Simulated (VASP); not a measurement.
# InB3As4: single point with r2SCAN

Crystal: InB3As4.

```
CELL_PARAMETERS angstrom
3.57456 0.00000 0.00000
0.00000 3.69362 5.24376
0.00000 -3.69362 5.24376
ATOMIC_POSITIONS crystal
B 0.00000 0.99574 0.99574
B 0.50000 0.99091 0.51427
B 0.50000 0.51427 0.99091
In 0.00000 0.49407 0.49407
As 0.50000 0.12261 0.12261
As 0.00000 0.08682 0.64141
As 0.00000 0.64141 0.08682
As 0.50000 0.65418 0.65418
```

- Program: VASP 6.6.1
- Task: single point
- Functional: r2SCAN
- Potentials or basis: VASP PAW PBE potentials, release 64 (B, In_d, As)
- Cutoff: 520 eV
- k mesh: 8 × 4 × 4
- Occupations: fermi-dirac, width 0.02 eV
- Spin: no spin polarisation
- Dipole correction: no
- Further INCAR settings: ALGO = Normal; EDIFF = 1e-07; NBANDS = 31

- Pressure: 0.1 GPa
- Largest force: 0.029 eV/Å
- Band gap on the k mesh: zero (bands 21 and 22 overlap by 0.27 eV)

Forces on the atoms (eV/Å):
```
B    0.000  0.000  0.012
B    0.000  0.015 -0.004
B    0.000 -0.015 -0.004
In   0.000  0.000  0.005
As   0.000  0.000  0.007
As   0.000  0.019  0.007
As   0.000 -0.019  0.007
As   0.000  0.000 -0.029
```

Levels at points of the mesh, in eV from the Fermi level:
```csv
k point,band 17,band 18,band 19,band 20,band 21,band 22,band 23,band 24,band 25,band 26
"(0.00, 0.00, 0.00)",-2.50,-2.15,-0.80,-0.78,-0.02,0.24,0.78,0.83,1.13,2.22
"(0.50, 0.00, 0.00)",-5.42,-5.39,-4.83,-3.15,-2.02,1.43,2.92,3.66,4.09,4.14
"(0.00, 0.50, 0.00)",-3.59,-2.39,-2.32,-1.36,-0.27,0.72,1.24,1.43,2.70,3.03
"(0.50, 0.50, 0.00)",-4.64,-4.26,-4.05,-3.37,-2.67,0.83,1.08,1.71,2.41,3.65
"(0.00, 0.50, 0.50)",-3.90,-3.22,-2.93,-2.46,-0.74,0.64,1.03,1.90,2.29,3.17
"(0.50, 0.50, 0.50)",-4.45,-3.10,-2.45,-2.06,-1.80,-0.30,0.46,1.00,1.02,1.09
```

It took 21 min on 1 thread of AMD EPYC 7R13, on a shared host, peak memory 0.32 GiB.

Caveat: semilocal functionals underestimate gaps, and a narrow one can read as zero; the PAW data sets were made with another functional, which shifts forces and pressure a little; spin-orbit coupling is left out, which moves the levels of the heavy elements.
